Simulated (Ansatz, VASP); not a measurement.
# One calculation of Ru, two programs

```
CELL_PARAMETERS angstrom
2.89964 0.00000 0.00000
-1.44982 2.51116 0.00000
0.00000 0.00000 4.61772
ATOMIC_POSITIONS crystal
Ru 0.33333 0.66667 0.25000
Ru 0.66667 0.33333 0.75000
```

Alike in both runs: task single point; functional PBE; k mesh 18 × 18 × 10; occupations gaussian, width 0.1 eV; no spin polarisation.

|  | VASP | Ansatz |
| --- | --- | --- |
| version | VASP 6.6.1 | Ansatz 0.2.0 |
| potentials or method | VASP PAW PBE potentials, release 64 (Ru_pv), cutoff 520 eV | scalar-relativistic, plane waves, PAW |
| valence electrons in the cell | 28 | 32 |

VASP gave:

| Property | Result |
| --- | --- |
| gap on the k mesh at the Fermi level (eV) | none |
| pressure (GPa) | -38.0 |
| traceless stress, the component that is largest in VASP (GPa) | -2.78 |

Question: What did Ansatz give for the same quantities?

Answer: gap on the k mesh at the Fermi level (eV): none; pressure (GPa): -38.0; traceless stress, the component that is largest in VASP (GPa): -2.79.

A gap of «none» marks a metal or a gap that the smearing closes. Both programs put the cell under strong tension, so it lies far from rest at this level. VASP's potentials hold 28 valence electrons a cell and Ansatz's 32, so a difference there can come from the potentials and not from the codes.

Noted on VASP's run: the cell as given lies far from equilibrium.
